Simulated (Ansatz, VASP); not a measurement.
**In3Se: VASP beside Ansatz**

INCAR

```
SYSTEM = In3Se
PREC = Accurate
ENCUT = 520
EDIFF = 1E-7
ISMEAR = 0
SIGMA = 0.15
LREAL = .False.
LASPH = .True.
NELM = 100
ALGO = Normal
ISIF = 2
LWAVE = .False.
LCHARG = .False.
GGA = PE
IVDW = 12
NBANDS = 30
```

Contents of KPOINTS:

```
Automatic mesh
0
Gamma
  8 8 8
  0 0 0
```

File POSCAR:

```
In3Se
1.0
    3.9956887392      0.0000000000      0.0000000000
    0.0000000000      3.9956887392      0.0000000000
    0.0000000000      0.0000000000      4.7008102814
In Se
3 1
Direct
    0.0000000000      0.5000000000      0.5000000000
    0.5000000000      0.0000000000      0.5000000000
    0.5000000000      0.5000000000      0.0000000000
    0.0000000000      0.0000000000      0.0000000000
```

Input for Ansatz:

```yaml
crystal:
  lattice:
    - [3.9956887392, 0.0, 0.0]
    - [0.0, 3.9956887392, 0.0]
    - [0.0, 0.0, 4.7008102814]
  atoms:
    - { symbol: In, position: [0.0, 0.5, 0.5] }
    - { symbol: In, position: [0.5, 0.0, 0.5] }
    - { symbol: In, position: [0.5, 0.5, 0.0] }
    - { symbol: Se, position: [0.0, 0.0, 0.0] }
basis:
  ecutwfc: 420
kpoints:
  mp_grid: { grid: [8, 8, 8] }
hamiltonian:
  xc: pbe
  pseudopotentials: { kind: paw, azcp: { folder: soft_1 } }
  dispersion: d3bj
scf:
  occupations: { method: gaussian, width: 0.15 }
output:
  forces: true
  stress: true
  eigenvalues: true
```

Change from the starting cell: engineering shear strain xy +0.0000, equal normal strain along x and y -0.1500.

Alike in both runs: task single point; functional PBE; dispersion D3(BJ); k mesh 8 × 8 × 8; occupations gaussian, width 0.15 eV; no spin polarisation.

|  | VASP | Ansatz |
| --- | --- | --- |
| version | VASP 6.6.1 | Ansatz 0.2.0 |
| potentials or method | VASP PAW PBE potentials, release 64 (In_d, Se), cutoff 520 eV | scalar-relativistic, plane waves, PAW |
| valence electrons in the cell | 45 | 55 |

VASP gave:

* gap on the k mesh at the Fermi level (eV): none
* pressure (GPa): 28.9
* traceless stress, the component that is largest in VASP (GPa): -2.47

Q: Which values does Ansatz return?

A: gap on the k mesh at the Fermi level (eV): none; pressure (GPa): 28.9; traceless stress, the component that is largest in VASP (GPa): -2.45.

A gap of «none» marks a metal or a gap that the smearing closes. Both programs put the cell under a high pressure, so it lies far from rest at this level. VASP's potentials hold 45 valence electrons a cell and Ansatz's 55, so a difference there can come from the potentials and not from the codes.
